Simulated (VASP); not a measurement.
A run of VASP 6.6.1 is set up as follows.

Contents of INCAR:

```
PREC = Accurate ; ENCUT = 520
EDIFF = 1E-6 ; ISMEAR = -1
SIGMA = 0.0816 ; LREAL = False
LASPH = True ; NELM = 100
ALGO = Normal ; ISIF = 2
LWAVE = False ; LCHARG = False
GGA = CA ; NBANDS = 21
```

Contents of KPOINTS:

```
Automatic mesh
0
Gamma
  8 8 8
```

Contents of POSCAR:

```
Mo
1.0
    3.1627850254      0.0000000000      0.0000000000
    0.0000000000      3.1627850254      0.0000000000
    0.0000000000      0.0000000000      3.1627850254
Mo
2
Direct
    0.0000000000      0.0000000000      0.0000000000
    0.5000000000      0.5000000000      0.5000000000
```

Potentials or basis: VASP PAW LDA potentials, release 64 (Mo_sv).

Launch:

```bash
$ cat potpaw_LDA.64/Mo_sv/POTCAR > POTCAR
$ mpirun -np 1 vasp_std > vasp.out
```

Problem. Estimate the pressure.

Solution. -11.6 GPa.

Problem. Estimate the band gap on the k mesh.

Solution. Zero (band 14 reaches 13.91 eV, above the bottom of band 15 at 11.66 eV).
